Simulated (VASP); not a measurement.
Runs of VASP 6.6.1 on CsCdCl3. The structure is that of space group P4/mmm (No. 123), or close to it. The cells are those of the table. 

```tsv
cell	gap on the mesh (eV)	pressure (GPa)
a = 5.049, b = 5.049, c = 5.419 Å, 5 atoms	1.43	-0.7
a = 5.035, b = 5.035, c = 5.419 Å, 5 atoms	1.43	-0.5
a = 5.419, b = 5.419, c = 4.943 Å, 5 atoms	1.38	-2.2
a = 5.061, b = 5.061, c = 5.317 Å, 5 atoms	(b)	(a)
```

Alike in all rows: task single point; level LDA; potentials or basis VASP PAW LDA potentials, release 64 (Cs_sv, Cd, Cl); no spin polarisation; k mesh 6 × 6 × 6; cutoff (eV) 520; smearing gaussian 0.02 eV.

Q: Estimate the missing entries.

A: (a) -0.3; (b) 1.49.

Caveats: spin-orbit coupling is left out, which moves the levels of the heavy elements.

A k mesh can miss the band edges, and the runs leave out spin-orbit coupling on Cd, Cs.
